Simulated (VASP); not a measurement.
Runs of VASP 6.6.1 on InAs4. The structure is that of space group P4/mmm (No. 123), or close to it. The cells are those of the table. 

```csv
task,cell,k mesh,cutoff (eV),gap on the mesh (eV),pressure (GPa),relaxed volume (Å³/atom),largest force (eV/Å)
relaxation of cell and atoms,"relaxed from a = 5.391, b = 5.391, c = 4.248 Å, 5 atoms",8 × 8 × 10,600,none,0.0,23.99,-
single point,"a = 5.333, b = 5.333, c = 3.893 Å, 5 atoms",4 × 4 × 4,520,none,8.8,-,1.69
relaxation of cell and atoms,"relaxed from a = 5.333, b = 5.333, c = 3.893 Å, 5 atoms",4 × 4 × 4,600,none,-0.1,(a),0.04
single point,"a = 5.641, b = 5.641, c = 3.764 Å, 5 atoms",8 × 8 × 10,520,none,(c),-,(b)
single point,"a = 5.391, b = 5.391, c = 4.248 Å, 5 atoms",4 × 4 × 4,520,none,0.4,-,0.06
```

Alike in all rows: level PBE+D3(BJ); potentials or basis VASP PAW PBE potentials, release 64 (In_d, As); no spin polarisation; smearing gaussian 0.1 eV.

Problem. Estimate the missing entries.

Solution. (a) 24.90; (b) 0.05; (c) 0.2.

Caveats: some runs use coarse meshes; spin-orbit coupling is left out, which moves the levels of the heavy elements; pairwise dispersion overbinds metals, which lowers pressure and volume; forces of over 1 eV/Å act on the atoms, so gaps and moduli don't describe the material at rest (some runs).

A k mesh can miss the band edges, and the runs leave out spin-orbit coupling on As, In.

A gap of «none» marks levels without a gap at the run's occupations.
